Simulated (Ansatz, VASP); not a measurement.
## One calculation of SiNi, two programs

File INCAR:

```
  PREC = Accurate
  ENCUT = 520
  EDIFF = 1E-6
  ISMEAR = 0
  SIGMA = 0.15
  LREAL = F
  LASPH = T
  NELM = 80
  ALGO = Normal
  ISIF = 2
  LWAVE = F
  LCHARG = F
  GGA = PE
  NBANDS = 22
```

Contents of KPOINTS:

```
regular mesh
0
Gamma
  16 14 10
```

The input POSCAR:

```
SiNi
1.0
    3.0552835660      0.0000000000      0.0000000000
    0.0000000000      3.2583147222      0.0000000000
    0.0000000000      0.0000000000      4.7093899546
Si Ni
2 2
Direct
    0.5000000000      0.5000000000      0.8431827244
    0.0000000000      0.0000000000      0.1568172756
    0.4018094414      0.5000000000      0.3104547175
    0.0000000000      0.0000000000      0.6576940233
```

Input for Ansatz:

```yaml
crystal:
  lattice:
    - [3.055283566, 0.0, 0.0]
    - [0.0, 3.2583147222, 0.0]
    - [0.0, 0.0, 4.7093899546]
  atoms:
    - { symbol: Si, position: [0.5, 0.5, 0.8431827244] }
    - { symbol: Si, position: [0.0, 0.0, 0.1568172756] }
    - { symbol: Ni, position: [0.4018094414, 0.5, 0.3104547175] }
    - { symbol: Ni, position: [0.0, 0.0, 0.6576940233] }
basis:
  ecutwfc: 420
kpoints:
  mp_grid: { grid: [16, 14, 10] }
hamiltonian:
  xc: pbe
scf:
  occupations: { method: gaussian, width: 0.15 }
output:
  forces: true
  stress: true
  eigenvalues: true
```

Alike in both runs: task single point; functional PBE; k mesh 16 × 14 × 10; occupations gaussian, width 0.15 eV; no spin polarisation.

|  | VASP | Ansatz |
| --- | --- | --- |
| version | VASP 6.6.1 | Ansatz 0.2.0 |
| potentials or method | VASP PAW PBE potentials, release 64 (Si, Ni), cutoff 520 eV | scalar-relativistic, plane waves, PAW |
| valence electrons in the cell | 28 | 44 |

|  | VASP | Ansatz | Ansatz less VASP |
| --- | --- | --- | --- |
| gap on the k mesh at the Fermi level (eV) | none | none | - |
| pressure (GPa) | 6.6 | 6.5 | -0.13 |
| traceless stress, the component that is largest in VASP (GPa) | 4.28 | 4.28 | +0.007 |
| rms of the force components (eV/Å) | 1.053 | 1.047 | -0.0059 |

Atom by atom the forces differ by 0.007 eV/Å (rms over components). A gap of «none» marks a metal or a gap that the smearing closes. With one functional, cell and mesh, what is left measures potentials, basis and numerics. VASP's potentials hold 28 valence electrons a cell and Ansatz's 44, so a difference there can come from the potentials and not from the codes.
